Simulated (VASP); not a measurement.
# Si2Mo (I4/mmm) in VASP: further runs, part 2 of 2

VASP 6.6.1. The steps go on from the part before.

## 3. Electric field gradients, PBEsol (14.22 Å³/atom)

This run uses another cell than the first one, of 14.22 Å³/atom.

The input, INCAR:

```
SYSTEM = Si2Mo
  PREC = Accurate
  ENCUT = 520
  EDIFF = 1E-8
  ISMEAR = -1
  SIGMA = 0.08
  LREAL = .FALSE.
  LASPH = .TRUE.
  NELM = 100
  ALGO = Normal
  ISIF = 2
  LWAVE = .FALSE.
  LCHARG = .FALSE.
  GGA = PS
  LEFG = .TRUE.
  NBANDS = 18
```

The input, KPOINTS:

```
Automatic mesh
0
G
  16 16 16
  0 0 0
```

The input, POSCAR:

```
Si2Mo
1.0
   -1.6313805159      1.6313805159      4.0075881985
    1.6313805159     -1.6313805159      4.0075881985
    1.6313805159      1.6313805159     -4.0075881985
Si Mo
2 1
Direct
    0.3330000000      0.3330000000      0.0000000000
    0.6670000000      0.6670000000      0.0000000000
    0.0000000000      0.0000000000      0.0000000000
```

Potentials or basis: VASP PAW PBE potentials, release 64 (Si, Mo_sv).

Launch:

```sh
$ cat potpaw_PBE.64/Si/POTCAR potpaw_PBE.64/Mo_sv/POTCAR > POTCAR
$ mpirun -np 1 vasp_std > vasp.out
```

OUTCAR:

```text
SYSTEM = Si2Mo
   PREC = Accurate
   ENCUT = 520
   EDIFF = 1E-8
   ISMEAR = -1
   LREAL = .FALSE.
   LASPH = .TRUE.
   NELM = 100
   ISIF = 2
   GGA = PS

 ion  position               nearest neighbor table
   1  0.333  0.333  0.000-   2 2.66   2 2.66   2 2.66   2 2.66   3 2.67   3 2.67   3 2.67   3 2.67
                             3 2.67   2 2.68
   2  0.667  0.667  0.000-   1 2.66   1 2.66   1 2.66   1 2.66   3 2.67   3 2.67   3 2.67   3 2.67
                             3 2.67   1 2.68
   3  0.000  0.000  0.000-   1 2.67   2 2.67   2 2.67   2 2.67   2 2.67   1 2.67   1 2.67   1 2.67
                             1 2.67   2 2.67

  LATTYP: Found a body centered tetragonal cell.
 ALAT       =     3.2627610318
 C/A-ratio  =     2.4565624999

  Lattice vectors:

 A1 = (  -1.6313805159,   1.6313805159,   4.0075881985)
 A2 = (   1.6313805159,  -1.6313805159,   4.0075881985)
 A3 = (   1.6313805159,   1.6313805159,  -4.0075881985)

Analysis of symmetry for initial positions (statically):
=====================================================================
 Subroutine PRICEL returns:
 Original cell was already a primitive cell.

 Routine SETGRP: Setting up the symmetry group for a
 body centered tetragonal supercell.

 Subroutine GETGRP returns: Found 16 space group operations
 (whereof 16 operations were pure point group operations)
 out of a pool of 16 trial point group operations.

The static configuration has the point symmetry D_4h.

Analysis of symmetry for dynamics (positions and initial velocities):
=====================================================================
 Subroutine PRICEL returns:
 Original cell was already a primitive cell.

[... 666 lines left out ...]

 [... further k-points ...]

------------------------ aborting loop because EDIFF is reached ----------------------------------------

  FORCE on cell =-STRESS in cart. coord.  units (eV):
  Direction    XX          YY          ZZ          XY          YZ          ZX
  --------------------------------------------------------------------------------------
  -------------------------------------------------------------------------------------
  Total       -3.2864742     -3.2864742     -3.9614284      0.0000000      0.0000000      0.0000000
  in kB     -123.4204663   -123.4204663   -148.7677409      0.0000000      0.0000000      0.0000000
  external PRESSURE =    -131.8695578 kB  Pullay stress =       0.0000000 kB

 VOLUME and BASIS-vectors are now :
 -----------------------------------------------------------------------------
  energy-cutoff  :      520.00
  volume of cell :       42.66
      direct lattice vectors                 reciprocal lattice vectors
    -1.631380516  1.631380516  4.007588198     0.000000000  0.306488888  0.124763318
     1.631380516 -1.631380516  4.007588198     0.306488888  0.000000000  0.124763318
     1.631380516  1.631380516 -4.007588198     0.306488888  0.306488888  0.000000000

 POSITION                                       TOTAL-FORCE (eV/Angst)
 -----------------------------------------------------------------------------------
      0.00000      0.00000      2.66905         0.000000      0.000000      0.402829
      0.00000      0.00000      5.34612        -0.000000     -0.000000     -0.402829
      0.00000      0.00000      0.00000        -0.000000     -0.000000      0.000000
 -----------------------------------------------------------------------------------
    total drift:                                0.000000      0.000000     -0.000000

  FREE ENERGIE OF THE ION-ELECTRON SYSTEM (eV)
  ---------------------------------------------------
  free  energy   TOTEN  =       -24.9526082963 eV

  energy  without entropy=      -24.9452090059  energy(sigma->0) =      -24.94890865

 Electric field gradients (V/A^2)
---------------------------------------------------------------------
 ion       V_xx      V_yy      V_zz      V_xy      V_xz      V_yz
---------------------------------------------------------------------
   1       5.164     5.164   -10.329    -0.000    -0.000    -0.000
   2       5.164     5.164   -10.329    -0.000    -0.000    -0.000
   3      25.777    25.777   -51.554     0.000    -0.000    -0.000
---------------------------------------------------------------------

 Electric field gradients after diagonalization (V/A^2)
 (convention: |V_zz| > |V_xx| > |V_yy|)
----------------------------------------------------------------------
 ion       V_xx      V_yy      V_zz     asymmetry (V_yy - V_xx)/ V_zz
----------------------------------------------------------------------
   1       5.165     5.164   -10.329       0.000
   2       5.165     5.164   -10.329       0.000
   3      25.777    25.777   -51.554       0.000
----------------------------------------------------------------------

           NMR quadrupolar parameters

 Cq : quadrupolar parameter    Cq=e*Q*V_zz/h
 eta: asymmetry parameters     (V_yy - V_xx)/ V_zz
 Q  : nuclear electric quadrupole moment in mb (millibarn)
----------------------------------------------------------------------
 ion       Cq(MHz)       eta       Q (mb)
----------------------------------------------------------------------
   1      -0.025       0.000       1.000
   2      -0.025       0.000       1.000
   3      -0.125       0.000       1.000
----------------------------------------------------------------------
```

OSZICAR:

```text
N       E                     dE             d eps       ncg     rms          rms(c)
DAV:   1     0.115848599435E+03    0.11585E+03   -0.11196E+04 12580   0.115E+03
DAV:   2    -0.229981478348E+02   -0.13885E+03   -0.13616E+03 15250   0.293E+02
DAV:   3    -0.259823641180E+02   -0.29842E+01   -0.29498E+01 15418   0.381E+01
DAV:   4    -0.259994888257E+02   -0.17125E-01   -0.17105E-01 14958   0.318E+00
DAV:   5    -0.259996065108E+02   -0.11769E-03   -0.11768E-03 14730   0.276E-01    0.196E+01
DAV:   6    -0.251826338835E+02    0.81697E+00   -0.70850E+00 13176   0.165E+01    0.407E+00
DAV:   7    -0.249994254512E+02    0.18321E+00   -0.12378E+00 13012   0.642E+00    0.399E+00
DAV:   8    -0.249541179136E+02    0.45308E-01   -0.12382E-01 13542   0.246E+00    0.458E-01
DAV:   9    -0.249527511826E+02    0.13667E-02   -0.27057E-03 15490   0.379E-01    0.266E-01
DAV:  10    -0.249526353359E+02    0.11585E-03   -0.68798E-04 13874   0.223E-01    0.642E-02
DAV:  11    -0.249526149745E+02    0.20361E-04   -0.27660E-04 13586   0.122E-01    0.518E-02
DAV:  12    -0.249526086725E+02    0.63019E-05   -0.29085E-05 13378   0.378E-02    0.115E-02
DAV:  13    -0.249526085325E+02    0.14007E-06   -0.53896E-07 14342   0.516E-03    0.219E-03
DAV:  14    -0.249526083120E+02    0.22043E-06   -0.24656E-07 13756   0.289E-03    0.979E-04
DAV:  15    -0.249526082947E+02    0.17365E-07   -0.45732E-09  7270   0.477E-04    0.744E-04
DAV:  16    -0.249526082963E+02   -0.15980E-08   -0.76326E-10  6884   0.237E-04
   1 F= -.24952608E+02 E0= -.24948909E+02  d E =-.739929E-02
```

stdout:

```text
POSCAR found type information on POSCAR SiMo
 POSCAR found :  2 types and       3 ions
 scaLAPACK will be used
 -----------------------------------------------------------------------------
|                                                                             |
|                                                                             |
|     You enforced a specific xc type in the INCAR file but a different       |
|     I HOPE YOU KNOW WHAT YOU ARE DOING!                                     |
|                                                                             |
 -----------------------------------------------------------------------------

 LDA part: xc-table for (Slater+PW92), standard interpolation
 POSCAR, INCAR and KPOINTS ok, starting setup
 FFT: planning ... GRIDC
 FFT: planning ... GRID_SOFT
 FFT: planning ... GRID
 WAVECAR not read
 entering main loop
ion   1

ion   2

ion   3
```

Run time: 4.9 min. Hardware: 1 thread of Intel Xeon Platinum 8488C (Sapphire Rapids), shared host; peak memory 0.39 GiB.

What came out:

* Free energy: -24.9526 eV
* Pressure: -13.2 GPa
* Largest force: 0.403 eV/Å
* Band gap on the k mesh: zero (bands 11 and 12 overlap by 0.99 eV)
* Largest electric field gradient by atom: Si -10.3; Mo -51.6 V/Å²

Forces in eV/Å, atoms in the order of the input:
```
Si   0.000  0.000  0.403
Si   0.000  0.000 -0.403
Mo   0.000  0.000  0.000
```

Stress tensor (GPa, compression positive):
```
-12.34   0.00   0.00
  0.00 -12.34   0.00
  0.00   0.00 -14.88
```

Electric field gradients, principal values (V/Å²):
```tsv
atom	least	middle	greatest (by size)
1 Si	5.164	5.165	-10.329
2 Si	5.164	5.165	-10.329
3 Mo	25.777	25.777	-51.554
```

Caveat: the cell stands under tension; without QUAD_EFG the Cq values of the log hold for a quadrupole moment of 1 mb, not for the nuclei; the PAW data sets were made with another functional, which shifts forces and pressure a little.
